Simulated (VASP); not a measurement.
Set up this calculation in VASP 6.6.1, as the native input.

| Quantity | Value |
| --- | --- |
| Task | single point |
| Functional | PBEsol |
| Potentials or basis | VASP PAW PBE potentials, release 64 (Mg, S) |
| Cutoff | 520 eV |
| k mesh | 8 × 8 × 8 |
| Occupations | gaussian, width 0.05 eV |
| Spin | no spin polarisation |
| Dipole correction | no |
| Further INCAR settings | ALGO = Normal; EDIFF = 1e-06; NBANDS = 11 |

The structure of MgS lies in POSCAR:

```
MgS
1.0
    0.0000000000      2.6016500000      2.6016500000
    2.6016500000      0.0000000000      2.6016500000
    2.6016500000      2.6016500000      0.0000000000
Mg S
1 1
Direct
    0.0000000000      0.0000000000      0.0237817706
    0.5000000000      0.5000000000      0.5000000000
```

This cell differs from its parent crystal: all Mg atoms moved +0.087 Å, as atom 1 along Cartesian [1 1 0].

The input as run:

INCAR

```
PREC = Accurate
ENCUT = 520
EDIFF = 1E-6
ISMEAR = 0
SIGMA = 0.05
LREAL = False
LASPH = True
NELM = 80
ALGO = Normal
ISIF = 2
LWAVE = False
LCHARG = True
GGA = PS
LELF = True
LVHAR = True
NBANDS = 11
```

KPOINTS

```
regular mesh
0
Gamma
  8 8 8
```

Potentials or basis: VASP PAW PBE potentials, release 64 (Mg, S).

The run is started by

```bash
$ cat potpaw_PBE.64/Mg/POTCAR potpaw_PBE.64/S/POTCAR > POTCAR
$ mpirun -np 1 vasp_std > vasp.out
```

It gave:

- Pressure: -0.9 GPa
- Largest force: 0.247 eV/Å
- Band gap on the k mesh: 2.71 eV (least direct gap 3.59 eV)

Caveat: the cell differs from its parent crystal (all Mg atoms moved +0.087 Å, as atom 1 along Cartesian [1 1 0]); the PAW data sets were made with another functional, which shifts forces and pressure a little.

Run time: 49 s on 1 thread of Intel Xeon 8259CL, with other jobs on the host, peak memory 0.18 GiB.
